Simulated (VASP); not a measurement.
P:

```
P
1.0
     0.03938   -2.45617   -0.00805
    -4.80230    0.07875    0.02994
     0.02994   -0.01610   -4.88580
P
4
Direct
  0.00713 0.99186 0.01560
  0.00107 0.99892 0.50306
  0.97452 0.49903 0.98643
  0.01728 0.51019 0.49491
```

```yaml
Program: VASP 6.6.1
Task: relaxation of cell and atoms
Functional: PBE
Potentials_or_basis: VASP PAW PBE potentials, release 64 (P)
Cutoff: 500 eV
k_mesh: 8 × 4 × 4
Occupations: gaussian, width 0.2 eV
Spin: no spin polarisation
```

At the start: pressure 1.8 GPa; volume 14.40 Å³/atom.

Task: How do energy, volume and symmetry change on relaxing?

Result: Over 14 steps the energy falls by 13.8 meV/atom and the volume is 14.68 Å³/atom (+1.9 %); space group P1 (No. 1, to 0.1 Å) before, P4/mmm (No. 123, to 0.1 Å).

The path:
```
step  energy change (eV)  largest force (eV/Å)  pressure (GPa)  volume (Å³)
   1              0.0000                0.3704            1.81        57.61
   2             -0.0264                0.2754           -1.04        58.97
   3             -0.0265                0.2808           -0.89        58.89
   4             -0.0384                0.2044           -0.20        58.55
   5             -0.0456                0.0915            0.96        58.02
   6             -0.0511                0.1049           -0.37        58.68
   7             -0.0511                0.1029           -0.24        58.62
   8             -0.0529                0.0745            0.01        58.53
   9             -0.0535                0.0536            0.25        58.45
  10             -0.0545                0.0389           -0.10        58.67
  11             -0.0546                0.0389           -0.14        58.70
  12             -0.0548                0.0266            0.14        58.59
  13             -0.0548                0.0259            0.16        58.59
  14             -0.0551                0.0222           -0.01        58.71
```

Final structure:
```
P
1.0
    -0.00047   -2.45250    0.00152
    -4.87757   -0.00226   -0.00296
    -0.00264    0.00364   -4.90758
P
4
Direct
  0.00095 0.99035 0.00156
  0.99878 0.99008 0.49746
  0.00005 0.51014 0.99851
  0.00021 0.50943 0.50246
```
